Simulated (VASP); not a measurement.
# HfB (Fm-3m) in VASP: settings compared

The runs below take HfB through relaxation of cell and atoms, with RPBE+D3(BJ), RPBE+D4.

Everything below comes from runs of VASP 6.6.1. Logs are shortened: lines on timing, memory, paths and dates and some standing lists are left out, and cuts for length are marked.

**1. The cell of the first run**

Symmetry: Fm-3m, No. 225, cubic system. Conventional cell: a = 4.620 Å, b = 4.620 Å, c = 4.620 Å, α = 90.00°, β = 90.00°, γ = 90.00°. Hf (site symmetry m-3m) has 6 B at 2.31 Å within 3.1 Å. B (site symmetry m-3m) has 6 Hf at 2.31 Å within 3.1 Å.

**2. Relaxation of cell and atoms, RPBE+D3(BJ)**

Input file INCAR:

```
PREC = Accurate
ENCUT = 600
EDIFF = 1E-7
ISMEAR = -1
SIGMA = 0.05
LREAL = F
LASPH = T
NELM = 80
ALGO = Normal
ISIF = 3
LWAVE = F
LCHARG = F
GGA = RP
IVDW = 12
IBRION = 2
NSW = 60
EDIFFG = -0.01
```

Input file KPOINTS:

```
regular mesh
0
Gamma
  10 10 10
```

Input file POSCAR:

```
HfB
1.0
    0.0000000000      2.3100000000      2.3100000000
    2.3100000000      0.0000000000      2.3100000000
    2.3100000000      2.3100000000      0.0000000000
Hf B
1 1
Direct
    0.5000000000      0.5000000000      0.5000000000
    0.0000000000      0.0000000000      0.0000000000
```

Potentials or basis: VASP PAW PBE potentials, release 64 (Hf_pv, B).

On the command line:

```
$ cat potpaw_PBE.64/Hf_pv/POTCAR potpaw_PBE.64/B/POTCAR > POTCAR
$ mpirun -np 1 vasp_std > vasp.out
```

OUTCAR:

```text
PREC = Accurate
   ENCUT = 600
   EDIFF = 1E-7
   ISMEAR = -1
   LREAL = F
   LASPH = T
   NELM = 80
   ISIF = 3
   GGA = RP
   IVDW = 12
   IBRION = 2
   NSW = 60
   EDIFFG = -0.01
 IVDW          = 12

 ion  position               nearest neighbor table
   1  0.500  0.500  0.500-   2 2.31   2 2.31   2 2.31   2 2.31   2 2.31   2 2.31
   2  0.000  0.000  0.000-   1 2.31   1 2.31   1 2.31   1 2.31   1 2.31   1 2.31

  LATTYP: Found a face centered cubic cell.
 ALAT       =     4.6200000000

  Lattice vectors:

 A1 = (   0.0000000000,   2.3100000000,   2.3100000000)
 A2 = (   2.3100000000,   0.0000000000,   2.3100000000)
 A3 = (   2.3100000000,   2.3100000000,   0.0000000000)

Analysis of symmetry for initial positions (statically):
=====================================================================
 Subroutine PRICEL returns:
 Original cell was already a primitive cell.

 Routine SETGRP: Setting up the symmetry group for a
 face centered cubic supercell.

 Subroutine GETGRP returns: Found 48 space group operations
 (whereof 48 operations were pure point group operations)
 out of a pool of 48 trial point group operations.

The static configuration has the point symmetry O_h .

Analysis of symmetry for dynamics (positions and initial velocities):
=====================================================================
 Subroutine PRICEL returns:
 Original cell was already a primitive cell.

 Routine SETGRP: Setting up the symmetry group for a
 face centered cubic supercell.

 Subroutine GETGRP returns: Found 48 space group operations
 (whereof 48 operations were pure point group operations)
 out of a pool of 48 trial point group operations.

The dynamic configuration has the point symmetry O_h .

 Subroutine INISYM returns: Found 48 space group operations
 (whereof 48 operations are pure point group operations),
 and found     1 'primitive' translations

----------------------------------------------------------------------------------------

                                     Primitive cell

  volume of cell :      24.6528

  direct lattice vectors                    reciprocal lattice vectors
     0.000000000  2.310000000  2.310000000    -0.216450216  0.216450216  0.216450216
     2.310000000  0.000000000  2.310000000     0.216450216 -0.216450216  0.216450216
     2.310000000  2.310000000  0.000000000     0.216450216  0.216450216 -0.216450216

  length of vectors
     3.266833329  3.266833329  3.266833329     0.374902772  0.374902772  0.374902772

  position of ions in fractional coordinates (direct lattice)
     0.500000000  0.500000000  0.500000000
[... 70 lines left out ...]
   ISTART =      0    job   : 0-new  1-cont  2-samecut
   ICHARG =      2    charge: 1-file 2-atom 10-const
   ISPIN  =      1    spin polarized calculation?
   LNONCOLLINEAR =      F non collinear calculations
   LSORBIT =      F    spin-orbit coupling
   LASPH  =      T    aspherical Exc in radial PAW
   ENCUT  =  600.0 eV  44.10 Ry    6.64 a.u.   6.52  6.52  6.52*2*pi/ulx,y,z
   NELM   =     80;   NELMIN=  2; NELMDL= -5     # of ELM steps
   EDIFF  = 0.1E-06   stopping-criterion for ELM
   LREAL  =      F    real-space projection
   EDIFFG = -.1E-01   stopping-criterion for IOM
   NSW    =     60    number of steps for IOM
   IBRION =      2    ionic relax: 0-MD 1-quasi-New 2-CG
   NFREE  =      1    steps in history (QN), initial steepest desc. (CG)
   ISIF   =      3    stress and relaxation
   ISYM   =      2    0-nonsym 1-usesym 2-fastsym
   POTIM  = 0.5000    time-step for ionic-motion
   TEBEG  =    0.0;   TEEND  =   0.0 temperature during run
   PSTRESS=    0.0 pullay stress
   NELECT =      13.0000    total number of electrons
   NUPDOWN=      -1.0000    fix difference up-down
   EMIN   =  10.00;   EMAX   =-10.00  energy-range for DOS
   EFERMI =   0.00;   METHOD = LEGACY
   ISMEAR =    -1;   SIGMA  =   0.05  broadening in eV -4-tet -1-fermi 0-gaus
   EFERMI_NEDOS =   21; number of points for ismear=-14 and -15
   IALGO  =     38    algorithm
   IMIX   =      4    mixing-type and parameters
     AMIX     =   0.40;   BMIX     =  1.00
     AMIX_MAG =   1.60;   BMIX_MAG =  1.00
  volume/ion in A,a.u.               =      12.33        83.18
  Fermi-wavevector in a.u.,A,eV,Ry     =   1.322617  2.499383 23.800871  1.749315
  Thomas-Fermi vector in A             =   2.452285
   LORBIT       =      0    0 simple, 1 ext, 2 COOP (PROOUT), +10 PAW based schemes
   GGA     = RP    functional components
   LHFCALC =     F    Hartree Fock is set to
   AEXX    =    0.0000 exact exchange contribution
   IVDW    =    12    specifies the selected vdW correction
   LEPSILON=     F    determine dielectric tensor
   LRPA    =     F    only Hartree local field effects (RPA)
 conjugate gradient relaxation of ions
 non-spin polarized calculation
  energy-cutoff  :      600.00
  volume of cell :       24.65
 maximum number of plane-waves:       869
 NGX is ok and might be reduce to    28
   NGX = 13   NGY = 13   NGZ = 13

--------------------------------------- Ionic step        1  -------------------------------------------

 number of electron      13.0000000 magnetization

 Free energy of the ion-electron system (eV)
  ---------------------------------------------------
  ext. energy  EPLUGINS =         0.00000000
  ---------------------------------------------------
  free energy    TOTEN  =       -16.34060310 eV

  energy without entropy =      -16.32920207  energy(sigma->0) =      -16.33490258

------------------------ aborting loop because EDIFF is reached ----------------------------------------

 Edisp (eV)   -5.12534

 E8    (eV) :    -3.6704
[... 71 lines left out ...]
--------------------------------------- Ionic step        3  -------------------------------------------

 number of electron      13.0000000 magnetization

 Free energy of the ion-electron system (eV)
  ---------------------------------------------------
  ext. energy  EPLUGINS =         0.00000000
  ---------------------------------------------------
  free energy    TOTEN  =       -16.32760001 eV

  energy without entropy =      -16.31630645  energy(sigma->0) =      -16.32195323

 E-fermi :   5.2266     XC(G=0): -12.2702

 val. band max:        5.2055637727   @ k =  -0.2000   0.1000   0.0000
 cond. band min:       5.2366919286   @ k =   0.5000   0.3000   0.1000
 fundamental gap:      0.0311281559
 Fermi energy:         5.2265523460

 k-point     1 :       0.0000    0.0000    0.0000
  band No.  band energies     occupation
      1     -23.0652      2.00000
      2     -23.0652      2.00000
      3     -23.0652      2.00000
      4      -4.3761      2.00000
      5       7.4700      0.00000
      6       7.4700      0.00000
      7       7.4700      0.00000
      8       9.2115      0.00000
      9       9.2115      0.00000
     10       9.2115      0.00000
[... 287 lines left out ...]
 k-point    24 :       0.4000    0.3000    0.0000
  band No.  band energies     occupation
      1     -23.6117      2.00000
      2     -23.2869      2.00000
      3     -23.2639      2.00000
      4      -1.4315      2.00000
      5       3.0785      2.00000
      6       4.4668      2.00000
      7       6.6015      0.00000
      8       7.4206      0.00000
      9      11.6303      0.00000
     10      13.2911      0.00000

 [... further k-points ...]

------------------------ aborting loop because EDIFF is reached ----------------------------------------

 Edisp (eV)   -5.13844

 E8    (eV) :    -3.6798
[... 25 lines left out ...]
  FREE ENERGIE OF THE ION-ELECTRON SYSTEM (eV)
  ---------------------------------------------------
  free  energy   TOTEN  =       -21.4660448740 eV

  energy  without entropy=      -21.4547513182  energy(sigma->0) =      -21.46039810

 reached required accuracy - stopping structural energy minimisation
```

OSZICAR:

```text
N       E                     dE             d eps       ncg     rms          rms(c)
DAV:   1     0.180386673799E+02    0.18039E+02   -0.82772E+03   940   0.137E+03
DAV:   2    -0.169514777077E+02   -0.34990E+02   -0.33599E+02  1194   0.208E+02
DAV:   3    -0.179110789385E+02   -0.95960E+00   -0.94078E+00  1232   0.248E+01
DAV:   4    -0.179178503554E+02   -0.67714E-02   -0.67438E-02  1152   0.193E+00
[... 25 lines left out ...]
DAV:   4    -0.163276090862E+02   -0.21265E-05   -0.51097E-06  1040   0.268E-02    0.163E-01
DAV:   5    -0.163276018079E+02    0.72783E-05   -0.86220E-06  1016   0.187E-02    0.472E-02
DAV:   6    -0.163276004981E+02    0.13097E-05   -0.17174E-06  1146   0.817E-03    0.134E-02
DAV:   7    -0.163275999393E+02    0.55881E-06   -0.97115E-08   496   0.286E-03    0.191E-03
DAV:   8    -0.163276000096E+02   -0.70253E-07   -0.28448E-08   482   0.153E-03
   3 F= -.21466045E+02 E0= -.21460398E+02  d E =-.103887E-03
```

CONTCAR:

```text
HfB
   1.00000000000000
    -0.0000000000000000    2.3081211620969535    2.3081211620969535
     2.3081211620969535   -0.0000000000000000    2.3081211620969535
     2.3081211620969535    2.3081211620969535   -0.0000000000000000
  Hf              B
     1     1
Direct
     0.5000000000000000    0.5000000000000000    0.5000000000000000
     0.0000000000000000    0.0000000000000000    0.0000000000000000

  0.00000000E+00  0.00000000E+00  0.00000000E+00
  0.00000000E+00  0.00000000E+00  0.00000000E+00
```

Run time: 66 s. Hardware: 1 thread of Intel Xeon 8259CL, shared host; peak memory 0.18 GiB.

Results:

| Property | Result |
| --- | --- |
| Free energy | -21.4660 eV |
| Relaxed volume | 12.30 Å³/atom |
| Relaxed cell | a = 3.264 Å, b = 3.264 Å, c = 3.264 Å, α = 60.00°, β = 60.00°, γ = 60.00° |
| Space group after relaxing (to 0.05 Å) | Fm-3m (No. 225) |
| Energy gained by relaxing | 0.1 meV/atom |
| Ionic steps | 3 |
| Pressure after relaxing | 0.0 GPa |
| Dispersion energy per atom | -2.569 eV |

Step by step:
```tsv
step	energy change (eV)	largest force (eV/Å)	pressure (GPa)	volume (Å³)
1	0.0000	0.0000	-0.54	24.65
2	0.0001	0.0000	0.88	24.50
3	-0.0001	0.0000	0.02	24.59
```

Final structure:
```
Hf B
1.0
     0.00000    2.30812    2.30812
     2.30812    0.00000    2.30812
     2.30812    2.30812    0.00000
Hf B
1 1
Cartesian
  2.3081 2.3081 2.3081
  0.0000 0.0000 0.0000
```

Caveat: the PAW data sets were made with another functional, which shifts forces and pressure a little; spin-orbit coupling is left out, which moves the levels of the heavy elements; pairwise dispersion overbinds metals, which lowers pressure and volume.

**3. Relaxation of cell and atoms, RPBE+D4**

Input file INCAR:

```
SYSTEM = HfB
PREC = Accurate
ENCUT = 600
EDIFF = 1E-6
ISMEAR = -1
SIGMA = 0.05
LREAL = .FALSE.
LASPH = .TRUE.
NELM = 100
ALGO = Normal
ISIF = 3
LWAVE = .FALSE.
LCHARG = .FALSE.
GGA = RP
IVDW = 13
IBRION = 2
NSW = 60
EDIFFG = -0.01
```

Input file KPOINTS:

```
Automatic mesh
0
G
  10 10 10
  0 0 0
```

POSCAR is that of step 2.

Potentials or basis: VASP PAW PBE potentials, release 64 (Hf_pv, B).

On the command line:

```
$ cat potpaw_PBE.64/Hf_pv/POTCAR potpaw_PBE.64/B/POTCAR > POTCAR
$ mpirun -np 1 vasp_std > vasp.out
```

Run time: 77 s. Hardware: 1 thread of Intel Xeon 8259CL, shared host; peak memory 0.18 GiB.

Results (log left out):

- Free energy: -17.7450 eV
- Relaxed volume: 13.79 Å³/atom
- Relaxed cell: a = 3.392 Å, b = 3.392 Å, c = 3.392 Å, α = 60.00°, β = 60.00°, γ = 60.00°
- Space group after relaxing (to 0.05 Å): Fm-3m (No. 225)
- Energy gained by relaxing: 100.7 meV/atom
- Ionic steps: 4
- Pressure after relaxing: -0.1 GPa
- Dispersion energy per atom: -0.520 eV

Step by step:
```
step  energy change (eV)  largest force (eV/Å)  pressure (GPa)  volume (Å³)
   1              0.0000                0.0000           24.22        24.65
   2              0.0927                0.0000          -19.27        31.92
   3             -0.2012                0.0000           -0.59        27.67
   4             -0.2013                0.0000           -0.11        27.59
```

Final structure:
```cif
data_structure
_symmetry_space_group_name_H-M 'P 1'
_symmetry_Int_Tables_number 1
_cell_length_a 3.3916
_cell_length_b 3.3916
_cell_length_c 3.3916
_cell_angle_alpha 60.000
_cell_angle_beta 60.000
_cell_angle_gamma 60.000
_cell_volume 27.59
loop_
_atom_site_label
_atom_site_type_symbol
_atom_site_fract_x
_atom_site_fract_y
_atom_site_fract_z
_atom_site_occupancy
Hf1 Hf 0.50000 0.50000 0.50000 1
B1 B 0.00000 0.00000 0.00000 1
```

Levels at points of the mesh, in eV from the Fermi level:
| k point | band 5 | band 6 | band 7 | band 8 | band 9 | band 10 |
| --- | --- | --- | --- | --- | --- | --- |
| (0.00, 0.00, 0.00) | 2.12 | 2.12 | 2.12 | 3.66 | 3.66 | 3.66 |
| (0.50, 0.00, 0.00) | -4.47 | -1.15 | -1.15 | 5.86 | 5.86 | 6.72 |
| (0.50, 0.50, 0.00) | -1.21 | -0.80 | 2.02 | 2.02 | 5.56 | 7.02 |

Caveat: the PAW data sets were made with another functional, which shifts forces and pressure a little; spin-orbit coupling is left out, which moves the levels of the heavy elements; the volume moved by +12 % from the deposited cell, more than functionals usually miss; pairwise dispersion overbinds metals, which lowers pressure and volume.
